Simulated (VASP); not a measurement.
A run of VASP 6.6.1:

INCAR

```
SYSTEM = Cd
PREC     = Accurate       ! precision mode
ENCUT    = 520            ! plane-wave cutoff, eV
EDIFF    = 1E-7           ! SCF threshold, eV
ISMEAR   = 1              ! smearing method
SIGMA    = 0.2586         ! smearing width, eV
LREAL    = .False.        ! projectors in reciprocal space
LASPH    = .True.         ! aspherical terms in the spheres
NELM     = 80             ! most SCF steps
ALGO     = Normal         ! electronic algorithm
ISIF     = 2              ! what is computed and relaxed
LWAVE    = .False.        ! write WAVECAR
LCHARG   = .False.        ! write CHGCAR
GGA      = RE             ! functional
NBANDS   = 19             ! bands
```

The input KPOINTS:

```
Automatic mesh
0
Gamma
  6 6 4
  0 0 0
```

File POSCAR:

```
Cd
1.0
    3.2871350000      0.0000000000      0.0000000000
   -1.6435680000      2.8467470000      0.0000000000
    0.0000000000      0.0000000000      5.1539800000
Cd
2
Direct
    0.3333300000      0.6666700000      0.2500000000
    0.6666600000      0.3333300000      0.7500000000
```

Potentials or basis: VASP PAW PBE potentials, release 64 (Cd).

Launch:

```console
$ cat potpaw_PBE.64/Cd/POTCAR > POTCAR
$ mpirun -np 1 vasp_std > vasp.out
```

Hardware: 1 thread of Intel(R) Xeon(R) Platinum 8259CL CPU @ 2.50GHz (Skylake/Cascade Lake), with other jobs on the host.

Task: How long does it take, and how much memory?

Result: It took 17 s on 1 thread of Intel(R) Xeon(R) Platinum 8259CL CPU @ 2.50GHz (Skylake/Cascade Lake), on a shared host, peak memory 0.17 GiB. Counts: scf iterations 13, k points 39.
